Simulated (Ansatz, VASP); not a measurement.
# One calculation of CdH2, two programs

```xyz
3
Lattice="3.1632 0.0000 0.0000 0.0000 3.1632 0.0000 0.0000 0.0000 3.7119" Properties=species:S:1:pos:R:3 pbc="T T T"
Cd    0.0000    0.0000    1.8560
H     1.5816    1.5816    1.8560
H     0.0000    0.0000    0.0000
```

Alike in both runs: functional PBE; k mesh 6 × 6 × 4; occupations gaussian, width 0.1 eV; no spin polarisation.

Ansatz relaxed the structure, and its values are those at the end. VASP's run is a single point on that final structure, the one shown.

|  | VASP | Ansatz |
| --- | --- | --- |
| version | VASP 6.6.1 | Ansatz 0.2.0 |
| potentials or method | VASP PAW PBE potentials, release 64 (Cd, H), cutoff 520 eV | scalar-relativistic, plane waves, PAW |
| valence electrons in the cell | 14 | 22 |

```tsv
	VASP	Ansatz	Ansatz less VASP
gap on the k mesh at the Fermi level (eV)	none	none	-
pressure (GPa)	0.2	-0.1	-0.24
```

A gap of «none» marks a metal or a gap that the smearing closes. The functional is the same, so the differences come from potentials, cutoffs and numerics. VASP's potentials hold 14 valence electrons a cell and Ansatz's 22, so a difference there can come from the potentials and not from the codes.

The k mesh is coarse, so the values compare programs but aren't converged.
